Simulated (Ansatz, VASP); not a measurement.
## Nb3BN2 in VASP and in Ansatz

```xyz
6
Lattice="5.2800 0.0000 0.0000 -2.6400 4.5726 0.0000 0.0000 0.0000 3.0380" Properties=species:S:1:pos:R:3 pbc="T T T"
Nb   -1.3200    2.2863    0.0000
Nb    2.6400    0.0000    0.0000
Nb    1.3200    2.2863    0.0000
B     0.0000    0.0000    1.5190
N     0.0000    3.0484    1.5190
N     2.6400    1.5242    1.5190
```

Change from the starting cell: species swapped into the SmB2Ir3 type (P6/mmm, No. 191).

Alike in both runs: task relaxation of cell and atoms; functional PBE; k mesh 6 × 6 × 6; occupations gaussian, width 0.1 eV; no spin polarisation.

|  | VASP | Ansatz |
| --- | --- | --- |
| version | VASP 6.6.1 | Ansatz 0.2.0 |
| potentials or method | VASP PAW PBE potentials, release 64 (Nb_sv, B, N), cutoff 600 eV | scalar-relativistic, plane waves, PAW |
| valence electrons in the cell | 52 | 52 |

Ansatz gave:

| Item | Value |
| --- | --- |
| gap on the k mesh at the Fermi level, each at its own relaxed structure (eV) | none |
| relaxed volume (Å³/atom) | 13.20 |
| relaxed cell length with the largest relative difference (Å) | 5.659 |

Question: What did VASP give for the same quantities?

Answer: gap on the k mesh at the Fermi level, each at its own relaxed structure (eV): none; relaxed volume (Å³/atom): 13.17; relaxed cell length with the largest relative difference (Å): 5.652.

A gap of «none» marks a metal or a gap that the smearing closes.
